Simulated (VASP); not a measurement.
# SnO2 (Pnnm) in VASP: a series of runs, part 2 of 2

VASP 6.6.1.

### Step 3. Single point, LDA (strain +0.015 along x and y, +0.015 along z)

Input file INCAR:

```
  PREC = Accurate
  ENCUT = 520
  EDIFF = 1E-6
  ISMEAR = 0
  SIGMA = 0.05
  LREAL = F
  LASPH = T
  NELM = 60
  ALGO = Normal
  ISIF = 2
  LWAVE = F
  LCHARG = F
  GGA = CA
  NBANDS = 35
```

Input file KPOINTS:

```
Automatic mesh
0
Gamma
  6 6 8
```

Input file POSCAR:

```
SnO2
1.0
    4.7920905482      0.0000000000      0.0000000000
    0.0000000000      4.7951101770      0.0000000000
    0.0000000000      0.0000000000      3.2378696909
Sn O
2 4
Direct
    0.5000000000      0.5000000000      0.5000000000
    0.0000000000      0.0000000000      0.0000000000
    0.3055669685      0.3065721192      0.0000000000
    0.8055669685      0.1934278808      0.5000000000
    0.1944330315      0.8065721192      0.5000000000
    0.6944330315      0.6934278808      0.0000000000
```

Potentials or basis: VASP PAW LDA potentials, release 64 (Sn_d, O).

The run is started by

```console
$ cat potpaw_LDA.64/Sn_d/POTCAR potpaw_LDA.64/O/POTCAR > POTCAR
$ mpirun -np 1 vasp_std > vasp.out
```

OUTCAR:

```text
PREC = Accurate
   ENCUT = 520
   EDIFF = 1E-6
   ISMEAR = 0
   LREAL = F
   LASPH = T
   NELM = 60
   ISIF = 2
   GGA = CA

 ion  position               nearest neighbor table
   1  0.500  0.500  0.500-   4 2.07   5 2.07   3 2.09   6 2.09   3 2.09   6 2.09   2 3.76   2 3.76
                             2 3.76   2 3.76   2 3.76   2 3.76   2 3.76   2 3.76
   2  0.000  0.000  0.000-   3 2.07   6 2.07   5 2.09   4 2.09   4 2.09   5 2.09   1 3.76   1 3.76
                             1 3.76   1 3.76   1 3.76   1 3.76   1 3.76   1 3.76
   3  0.306  0.307  0.000-   2 2.07   1 2.09   1 2.09
   4  0.806  0.193  0.500-   1 2.07   2 2.09   2 2.09
   5  0.194  0.807  0.500-   1 2.07   2 2.09   2 2.09
   6  0.694  0.693  0.000-   2 2.07   1 2.09   1 2.09

  LATTYP: Found a simple orthorhombic cell.
 ALAT       =     3.2378696909
 B/A-ratio  =     1.4800134056
 C/A-ratio  =     1.4809460030

  Lattice vectors:

 A1 = (   0.0000000000,   0.0000000000,   3.2378696909)
 A2 = (   4.7920905482,   0.0000000000,   0.0000000000)
 A3 = (   0.0000000000,   4.7951101770,   0.0000000000)

Analysis of symmetry for initial positions (statically):
=====================================================================
 Subroutine PRICEL returns:
 Original cell was already a primitive cell.

 Routine SETGRP: Setting up the symmetry group for a
 simple orthorhombic supercell.

 Subroutine GETGRP returns: Found  8 space group operations
 (whereof  4 operations were pure point group operations)
 out of a pool of  8 trial point group operations.

The static configuration has the point symmetry C_2h.
 The point group associated with its full space group is D_2h.

Analysis of symmetry for dynamics (positions and initial velocities):
=====================================================================
 Subroutine PRICEL returns:
 Original cell was already a primitive cell.

 Routine SETGRP: Setting up the symmetry group for a
 simple orthorhombic supercell.

 Subroutine GETGRP returns: Found  8 space group operations
 (whereof  4 operations were pure point group operations)
 out of a pool of  8 trial point group operations.

The dynamic configuration has the point symmetry C_2h.
 The point group associated with its full space group is D_2h.

[... 128 lines left out ...]
  Fermi-wavevector in a.u.,A,eV,Ry     =   1.452831  2.745452 28.718042  2.110717
  Thomas-Fermi vector in A             =   2.570167
   LORBIT       =      0    0 simple, 1 ext, 2 COOP (PROOUT), +10 PAW based schemes
   GGA     = CA    functional components
   LHFCALC =     F    Hartree Fock is set to
   AEXX    =    0.0000 exact exchange contribution
   IVDW    =     0    specifies the selected vdW correction
   LEPSILON=     F    determine dielectric tensor
   LRPA    =     F    only Hartree local field effects (RPA)
 non-spin polarized calculation
 Gauss-broadening in eV      SIGMA  =   0.05
  energy-cutoff  :      520.00
  volume of cell :       74.40
 maximum number of plane-waves:      2044
 NGX is ok and might be reduce to    36
   NGX = 17   NGY = 17   NGZ = 13

 number of electron      52.0000006 magnetization

 Free energy of the ion-electron system (eV)
  ---------------------------------------------------
  ext. energy  EPLUGINS =         0.00000000
  ---------------------------------------------------
  free energy    TOTEN  =       -42.21256151 eV

  energy without entropy =      -42.21256151  energy(sigma->0) =      -42.21256151

 E-fermi :   5.7059     XC(G=0): -11.5980

 val. band max:        5.4113052265   @ k =   0.0000   0.0000   0.0000
 cond. band min:       6.0945584837   @ k =   0.0000   0.0000   0.0000
 fundamental gap:      0.6832532572
 Fermi energy:         5.7059049771

 k-point     1 :       0.0000    0.0000    0.0000
  band No.  band energies     occupation
      1     -15.5367      2.00000
      2     -14.8554      2.00000
      3     -14.6498      2.00000
      4     -14.6290      2.00000
      5     -14.6289      2.00000
      6     -14.5560      2.00000
[... 901 lines left out ...]
     34      17.1831      0.00000
     35      17.3517      0.00000

 [... further k-points ...]
[... 5 lines left out ...]
  --------------------------------------------------------------------------------------
  -------------------------------------------------------------------------------------
  Total       -3.3030694     -3.3085665     -4.2300593      0.0000000      0.0000000      0.0000000
  in kB      -71.1287726    -71.2471476    -91.0907065      0.0000000      0.0000000      0.0000000
  external PRESSURE =     -77.8222089 kB  Pullay stress =       0.0000000 kB

 VOLUME and BASIS-vectors are now :
 -----------------------------------------------------------------------------
  energy-cutoff  :      520.00
  volume of cell :       74.40
      direct lattice vectors                 reciprocal lattice vectors
     4.792090548  0.000000000  0.000000000     0.208677192  0.000000000  0.000000000
     0.000000000  4.795110177  0.000000000     0.000000000  0.208545782  0.000000000
     0.000000000  0.000000000  3.237869691     0.000000000  0.000000000  0.308845042

 POSITION                                       TOTAL-FORCE (eV/Angst)
 -----------------------------------------------------------------------------------
      2.39605      2.39756      1.61893        -0.000000      0.000000      0.000000
      0.00000      0.00000      0.00000        -0.000000      0.000000      0.000000
      1.46430      1.47005      0.00000         0.088792      0.084477      0.000000
      3.86035      0.92751      1.61893         0.088792     -0.084477      0.000000
      0.93174      3.86760      1.61893        -0.088792      0.084477      0.000000
      3.32779      3.32506      0.00000        -0.088792     -0.084477      0.000000
 -----------------------------------------------------------------------------------
    total drift:                                0.000000      0.000000      0.000000

  FREE ENERGIE OF THE ION-ELECTRON SYSTEM (eV)
  ---------------------------------------------------
  free  energy   TOTEN  =       -42.2125615067 eV

  energy  without entropy=      -42.2125615067  energy(sigma->0) =      -42.21256151
```

OSZICAR:

```text
N       E                     dE             d eps       ncg     rms          rms(c)
DAV:   1     0.626403620534E+03    0.62640E+03   -0.25516E+04  6268   0.229E+03
DAV:   2     0.509653889902E+02   -0.57544E+03   -0.54308E+03  6008   0.603E+02
DAV:   3    -0.432484954934E+02   -0.94214E+02   -0.92310E+02  6140   0.206E+02
DAV:   4    -0.481352291662E+02   -0.48867E+01   -0.48511E+01  7073   0.501E+01
DAV:   5    -0.482654650108E+02   -0.13024E+00   -0.13003E+00  7043   0.870E+00    0.154E+01
DAV:   6    -0.422978013789E+02    0.59677E+01   -0.16831E+01  8920   0.648E+01    0.621E+00
DAV:   7    -0.423090097608E+02   -0.11208E-01   -0.19218E+00  6424   0.783E+00    0.314E+00
DAV:   8    -0.422272513254E+02    0.81758E-01   -0.23240E-01  8263   0.389E+00    0.713E-01
DAV:   9    -0.422123659429E+02    0.14885E-01   -0.31025E-02  8949   0.275E+00    0.121E-01
DAV:  10    -0.422125603116E+02   -0.19437E-03   -0.36990E-03  7921   0.535E-01    0.550E-02
DAV:  11    -0.422125613703E+02   -0.10587E-05   -0.16742E-04  9056   0.154E-01    0.254E-02
DAV:  12    -0.422125637616E+02   -0.23912E-05   -0.14754E-05  6520   0.233E-02    0.175E-02
DAV:  13    -0.422125614542E+02    0.23074E-05   -0.92399E-06  7203   0.337E-02    0.171E-03
DAV:  14    -0.422125615067E+02   -0.52527E-07   -0.69108E-07  3697   0.608E-03
   1 F= -.42212562E+02 E0= -.42212562E+02  d E =-.820742E-19
```

It took 4.1 min on 1 thread of AMD EPYC 7R13, shared host; peak memory 0.24 GiB.

What came out:

```
Free energy            : -42.2126 eV
Pressure               : -7.8 GPa
Largest force          : 0.123 eV/Å
Band gap on the k mesh : 0.68 eV, direct
```

Forces in eV/Å, atoms in the order of the input:
```
Sn   0.000  0.000  0.000
Sn   0.000  0.000  0.000
O    0.089  0.084  0.000
O    0.089 -0.084  0.000
O   -0.089  0.084  0.000
O   -0.089 -0.084  0.000
```

Levels at points of the mesh, in eV from the valence-band top:
```
           k point  band 23  band 24  band 25  band 26  band 27  band 28  band 29  band 30
(0.00, 0.00, 0.00)    -1.30    -0.77    -0.77     0.00     0.68     5.56     5.83     5.84
(0.50, 0.00, 0.00)    -1.26    -1.26    -0.62    -0.62     3.88     3.88     6.57     6.57
(0.00, 0.50, 0.00)    -1.25    -1.25    -0.63    -0.63     3.89     3.89     6.59     6.59
(0.50, 0.50, 0.00)    -1.38    -1.38    -0.87    -0.87     4.25     4.25     7.00     7.00
(0.00, 0.00, 0.50)    -1.62    -1.62    -1.22    -1.22     5.55     5.55     9.21     9.21
(0.50, 0.00, 0.50)    -1.06    -1.06    -0.76    -0.76     5.82     5.82     7.53     7.53
(0.00, 0.50, 0.50)    -1.07    -1.07    -0.76    -0.76     5.82     5.82     7.52     7.52
(0.50, 0.50, 0.50)    -0.95    -0.95    -0.80    -0.80     4.27     4.27     8.42     8.42
```

Caveat: the cell differs from its parent crystal (strain +0.015 along x and y, +0.015 along z); spin-orbit coupling is left out, which moves the levels of the heavy elements.

### Step 4. Single point, LDA (strain +0.030 along x and y, +0.000 along z)

Input file INCAR:

```
PREC = Accurate ; ENCUT = 520
EDIFF = 1E-6 ; ISMEAR = 0
SIGMA = 0.05 ; LREAL = F
LASPH = T ; NELM = 80
ALGO = Normal ; ISIF = 2
LWAVE = F ; LCHARG = F
GGA = CA ; NBANDS = 35
```

KPOINTS is that of step 3.

Changes to POSCAR since step 3:

```diff
@@ -2,5 +2,5 @@
 1.0
-    4.7920905482      0.0000000000      0.0000000000
-    0.0000000000      4.7951101770      0.0000000000
-    0.0000000000      0.0000000000      3.2378696909
+    4.8629096204      0.0000000000      0.0000000000
+    0.0000000000      4.8659738742      0.0000000000
+    0.0000000000      0.0000000000      3.1900193999
 Sn O
```

The run is started by

```console
$ cat potpaw_LDA.64/Sn_d/POTCAR potpaw_LDA.64/O/POTCAR > POTCAR
$ mpirun -np 1 vasp_std > vasp.out
```

Run time: 4.5 min. Hardware: 1 thread of AMD EPYC 7R13, shared host; peak memory 0.24 GiB.

It converged, with:

* Free energy: -42.1506 eV
* Pressure: -9.1 GPa
* Largest force: 0.132 eV/Å
* Band gap on the k mesh: 0.63 eV, direct

Forces in eV/Å, atoms in the order of the input:
```
Sn   0.000  0.000  0.000
Sn   0.000  0.000  0.000
O    0.096  0.091  0.000
O    0.096 -0.091  0.000
O   -0.096  0.091  0.000
O   -0.096 -0.091  0.000
```

Stress tensor (GPa, compression positive):
```
-10.23   0.00   0.00
  0.00 -10.24   0.00
  0.00   0.00  -6.95
```

Levels at points of the mesh, in eV from the valence-band top:
```csv
k point,band 24,band 25,band 26,band 27,band 28,band 29
"(0.00, 0.00, 0.00)",-0.80,-0.80,0.00,0.63,5.67,5.95
"(0.50, 0.00, 0.00)",-1.20,-0.65,-0.65,3.76,3.76,6.70
"(0.00, 0.50, 0.00)",-1.20,-0.65,-0.65,3.76,3.76,6.72
"(0.50, 0.50, 0.00)",-1.31,-0.91,-0.91,4.19,4.19,7.04
"(0.00, 0.00, 0.50)",-1.57,-1.21,-1.21,5.42,5.42,9.02
"(0.50, 0.00, 0.50)",-1.06,-0.83,-0.83,5.66,5.66,7.26
"(0.00, 0.50, 0.50)",-1.07,-0.82,-0.82,5.65,5.65,7.25
"(0.50, 0.50, 0.50)",-0.96,-0.82,-0.82,4.12,4.12,8.32
```

Caveat: the cell differs from its parent crystal (strain +0.030 along x and y, +0.000 along z); spin-orbit coupling is left out, which moves the levels of the heavy elements.

### Step 5. Single point, LDA (strain +0.015 along x and y, +0.030 along z)

Input file INCAR:

```
SYSTEM = SnO2
PREC = Accurate
ENCUT = 520
EDIFF = 1E-6
ISMEAR = 0
SIGMA = 0.05
LREAL = .FALSE.
LASPH = .TRUE.
NELM = 60
ALGO = Normal
ISIF = 2
LWAVE = .FALSE.
LCHARG = .TRUE.
GGA = CA
LELF = .TRUE.
LVHAR = .TRUE.
NBANDS = 35
```

Input file KPOINTS:

```
Automatic mesh
0
G
  6 6 8
  0 0 0
```

Changes to POSCAR since step 4:

```diff
@@ -2,5 +2,5 @@
 1.0
-    4.8629096204      0.0000000000      0.0000000000
-    0.0000000000      4.8659738742      0.0000000000
-    0.0000000000      0.0000000000      3.1900193999
+    4.7920905482      0.0000000000      0.0000000000
+    0.0000000000      4.7951101770      0.0000000000
+    0.0000000000      0.0000000000      3.2857199819
 Sn O
```

The run is started by

```console
$ cat potpaw_LDA.64/Sn_d/POTCAR potpaw_LDA.64/O/POTCAR > POTCAR
$ mpirun -np 1 vasp_std > vasp.out
```

Run time: 4.8 min. Hardware: 1 thread of AMD EPYC 7R13, shared host; peak memory 0.24 GiB.

Results (log left out):

```yaml
Free_energy: -42.1330 eV
Pressure: -10.7 GPa
Largest_force: 0.184 eV/Å
Band_gap_on_the_k_mesh: 0.47 eV, direct
```

Forces in eV/Å, atoms in the order of the input:
```
Sn   0.000  0.000  0.000
Sn   0.000  0.000  0.000
O    0.132  0.127  0.000
O    0.132 -0.127  0.000
O   -0.132  0.127  0.000
O   -0.132 -0.127  0.000
```

Stress tensor (GPa, compression positive):
```
 -8.90   0.00   0.00
  0.00  -8.92   0.00
  0.00   0.00 -14.40
```

Levels at points of the mesh, in eV from the valence-band top:
```csv
k point,band 24,band 25,band 26,band 27,band 28,band 29
"(0.00, 0.00, 0.00)",-0.74,-0.74,0.00,0.47,5.30,5.66
"(0.50, 0.00, 0.00)",-1.28,-0.60,-0.60,3.72,3.72,6.39
"(0.00, 0.50, 0.00)",-1.28,-0.61,-0.61,3.73,3.73,6.41
"(0.50, 0.50, 0.00)",-1.42,-0.82,-0.82,4.06,4.06,6.84
"(0.00, 0.00, 0.50)",-1.58,-1.19,-1.19,5.36,5.36,9.14
"(0.50, 0.00, 0.50)",-1.02,-0.74,-0.74,5.65,5.65,7.48
"(0.00, 0.50, 0.50)",-1.03,-0.74,-0.74,5.64,5.64,7.47
"(0.50, 0.50, 0.50)",-0.91,-0.76,-0.76,4.13,4.13,8.36
```

Caveat: the cell differs from its parent crystal (strain +0.015 along x and y, +0.030 along z); spin-orbit coupling is left out, which moves the levels of the heavy elements.

### Step 6. The runs side by side

| cell | gap on the mesh (eV) | pressure (GPa) | largest force (eV/Å) |
| --- | --- | --- | --- |
| a = 4.863, b = 4.866, c = 3.142 Å, 6 atoms | 0.85 | -5.8 | 0.04 |
| a = 4.792, b = 4.795, c = 3.238 Å, 6 atoms | 0.68 | -7.8 | 0.12 |
| a = 4.863, b = 4.866, c = 3.190 Å, 6 atoms | 0.63 | -9.1 | 0.13 |
| a = 4.792, b = 4.795, c = 3.286 Å, 6 atoms | 0.47 | -10.7 | 0.18 |

Alike in all rows: task single point; level LDA; potentials or basis VASP PAW LDA potentials, release 64 (Sn_d, O); no spin polarisation; k mesh 6 × 6 × 8; cutoff (eV) 520; smearing gaussian 0.05 eV.

Caveats: spin-orbit coupling is left out, which moves the levels of the heavy elements.

Total energies depend on the potentials used, so only differences within one code and one set of settings carry meaning.
